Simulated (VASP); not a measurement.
Here is a VASP 6.6.1 calculation.

Contents of INCAR:

```
SYSTEM = BN
PREC     = Accurate       ! precision mode
ENCUT    = 600            ! plane-wave cutoff, eV
EDIFF    = 1E-7           ! SCF threshold, eV
ISMEAR   = 0              ! smearing method
SIGMA    = 0.1            ! smearing width, eV
LREAL    = .False.        ! projectors in reciprocal space
LASPH    = .True.         ! aspherical terms in the spheres
NELM     = 80             ! most SCF steps
ALGO     = Normal         ! electronic algorithm
ISIF     = 3              ! what is computed and relaxed
LWAVE    = .False.        ! write WAVECAR
LCHARG   = .False.        ! write CHGCAR
GGA      = PE             ! functional
IBRION   = 2              ! ionic algorithm
NSW      = 80             ! ionic steps
EDIFFG   = -0.05          ! ionic threshold
```

Contents of KPOINTS:

```
regular mesh
0
Gamma
  8 8 8
  0 0 0
```

The input POSCAR:

```
BN
1.0
    0.0000000000      1.9980130147      1.9980130147
    1.9980130147      0.0000000000      1.9980130147
    1.9980130147      1.9980130147      0.0000000000
B N
1 1
Direct
    0.0000000000      0.0000000000      0.0000000000
    0.2500000000      0.2500000000      0.2500000000
```

Potentials or basis: VASP PAW PBE potentials, release 64 (B, N).

Command:

```sh
$ cat potpaw_PBE.64/B/POTCAR potpaw_PBE.64/N/POTCAR > POTCAR
$ mpirun -np 1 vasp_std > vasp.out
```

(1) What does it give for the band gap on the k mesh?

(2) What does it give for the relaxed volume?

(3) Predict the relaxed cell.

## Answers

(1) 4.45 eV, indirect (least direct gap 8.78 eV).

(2) 5.96 Å³/atom.

(3) a = 2.564 Å, b = 2.564 Å, c = 2.564 Å, α = 60.00°, β = 60.00°, γ = 60.00°.

Caveat: the volume moved by over 15 % at a fixed basis, so the end points are rough.
